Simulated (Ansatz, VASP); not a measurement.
# Al in VASP and in Ansatz

```
CELL_PARAMETERS angstrom
-1.61740 1.61740 1.61740
1.61740 -1.61740 1.61740
1.61740 1.61740 -1.61740
ATOMIC_POSITIONS crystal
Al 0.00000 0.00000 0.00000
```

Alike in both runs: functional PBE; k mesh 24 × 24 × 24; occupations gaussian, width 0.1 eV; no spin polarisation.

Ansatz relaxed the structure, and its values are those at the end. VASP's run is a single point on that final structure, the one shown.

|  | VASP | Ansatz |
| --- | --- | --- |
| version | VASP 6.6.1 | Ansatz 0.2.0 |
| potentials or method | VASP PAW PBE potentials, release 64 (Al), cutoff 500 eV | scalar-relativistic, plane waves, PAW |
| valence electrons in the cell | 3 | 3 |

|  | VASP | Ansatz | Ansatz less VASP |
| --- | --- | --- | --- |
| gap on the k mesh at the Fermi level (eV) | none | none | - |
| pressure (GPa) | 0.0 | 0.0 | +0.02 |

A gap of «none» marks a metal or a gap that the smearing closes.
